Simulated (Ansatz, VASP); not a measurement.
**One calculation of LiBr, two programs**

```
Li Br
1.0
     0.00000    2.73955    2.73955
     2.73955    0.00000    2.73955
     2.73955    2.73955    0.00000
Li Br
1 1
Direct
  0.00000 0.00000 0.00000
  0.50000 0.50000 0.50000
```

Alike in both runs: task single point; functional PBE-based screened hybrid with a share of 0.35 of exact exchange and HFSCREEN = 0.5; k mesh 4 × 4 × 4; no spin polarisation.

```csv
,VASP,Ansatz
version,VASP 6.6.1,Ansatz 0.2.0
potentials or method,"VASP PAW PBE potentials, release 64 (Li_sv, Br)",plane waves
plane-wave cutoff (eV),650,420
occupations,"gaussian, width 0.01 eV",fixed
valence electrons in the cell,10,10
```

|  | VASP | Ansatz | Ansatz less VASP |
| --- | --- | --- | --- |
| gap on the k mesh at the Fermi level (eV) | 5.90 | 5.92 | +0.014 |
| pressure (GPa) | -0.1 | 0.1 | +0.14 |

VASP's potentials were made for PBE, not for PBE-based screened hybrid. Ansatz's warnings: stress exchange threshold loose, stress scf threshold loose.

The k mesh is coarse, so the values compare programs but aren't converged.
